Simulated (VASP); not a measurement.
## Na: relaxation of volume and atoms at fixed shape with PBEsol

The system is Na.

```
Na
1.0
     5.39000    0.00000    0.00000
     0.00000    5.39000    0.00000
     0.00000    0.00000    5.39000
Na
4
Direct
  0.00000 0.00000 0.00000
  0.00000 0.50000 0.50000
  0.50000 0.00000 0.50000
  0.50000 0.50000 0.00000
```

This isn't the form of Na at room conditions, which is bcc.

- Program: VASP 6.6.1
- Task: relaxation of volume and atoms at fixed shape
- Functional: PBEsol
- Potentials or basis: VASP PAW PBE potentials, release 64 (Na_pv)
- Cutoff: 600 eV
- k mesh: 5 × 5 × 5
- Occupations: methfessel-paxton, width 0.1 eV
- Spin: no spin polarisation
- Dipole correction: no
- Further INCAR settings: ALGO = Normal; EDIFF = 1e-06; IBRION = 2; EDIFFG = -0.02; NSW = 80; ISIF = 8

The relaxed volume is 36.00 Å³/atom and the relaxed cell is a = 5.241 Å, b = 5.241 Å, c = 5.241 Å, α = 90.00°, β = 90.00°, γ = 90.00°. The space group after relaxing (to 0.1 Å) is Fm-3m (No. 225). The energy gained by relaxing is 5.5 meV/atom, the ionic steps are 4 and the pressure after relaxing is 0.0 GPa. The band gap on the k mesh is zero (bands 14 and 15 overlap by 2.27 eV).

The path:
```
step  energy change (eV)  largest force (eV/Å)  pressure (GPa)  volume (Å³)
   1              0.0000                0.0000           -0.54       156.59
   2             -0.0090                0.0000           -0.43       153.62
   3             -0.0214                0.0000           -0.11       146.36
   4             -0.0220                0.0000            0.02       144.00
```

Final structure:
```yaml
crystal:
  lattice:
    - [5.24145, 0.00000, 0.00000]
    - [0.00000, 5.24145, 0.00000]
    - [0.00000, 0.00000, 5.24145]
  atoms:
    - { symbol: Na, position: [0.00000, 0.00000, 0.00000] }
    - { symbol: Na, position: [0.00000, 0.50000, 0.50000] }
    - { symbol: Na, position: [0.50000, 0.00000, 0.50000] }
    - { symbol: Na, position: [0.50000, 0.50000, 0.00000] }
```

Levels at points of the mesh, in eV from the Fermi level:
| k point | band 9 | band 10 | band 11 | band 12 | band 13 | band 14 | band 15 | band 16 | band 17 | band 18 |
| --- | --- | --- | --- | --- | --- | --- | --- | --- | --- | --- |
| (0.00, 0.00, 0.00) | -24.59 | -24.57 | -24.57 | -24.57 | -3.15 | 1.98 | 1.98 | 1.98 | 2.55 | 2.55 |

Run time: 2.2 min on 1 thread of Oxide Virtual Turin-like Processor, with other jobs on the host, peak memory 0.28 GiB.

Caveat: the PAW data sets were made with another functional, which shifts forces and pressure a little.
